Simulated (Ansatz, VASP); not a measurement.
BaTl4S4: VASP beside Ansatz

```
Ba Tl S
1.0
     6.00865    0.00000    0.00000
    -3.00432    5.20364    0.00000
     0.00000    0.00000    9.02623
Ba Tl S
1 4 4
Direct
  0.00000 0.00000 0.18858
  0.50000 0.00000 0.50089
  0.00000 0.50000 0.50089
  0.50000 0.50000 0.50089
  0.00000 0.00000 0.53940
  0.50000 0.00000 0.89128
  0.00000 0.50000 0.89128
  0.50000 0.50000 0.89128
  0.00000 0.00000 0.75378
```

Alike in both runs: task relaxation of cell and atoms; functional PBE; k mesh 3 × 3 × 2; occupations gaussian, width 0.1 eV; no spin polarisation.

|  | VASP | Ansatz |
| --- | --- | --- |
| version | VASP 6.6.1 | Ansatz 0.2.0 |
| potentials or method | VASP PAW PBE potentials, release 64 (Ba_sv, Tl_d, S), cutoff 600 eV | scalar-relativistic, plane waves, PAW |
| valence electrons in the cell | 86 | 86 |

```tsv
	VASP	Ansatz	Ansatz less VASP
gap on the k mesh at the Fermi level, each at its own relaxed structure (eV)	0.17	0.21	+0.034
relaxed volume (Å³/atom)	39.71	39.36	-0.349
relaxed length of the cell vector where the two differ most in proportion (Å)	9.745	9.691	-0.0535
```

Spin-orbit coupling is off throughout. Noted on VASP's run: the volume moved by over 15 % at a fixed basis, so the end points are rough.
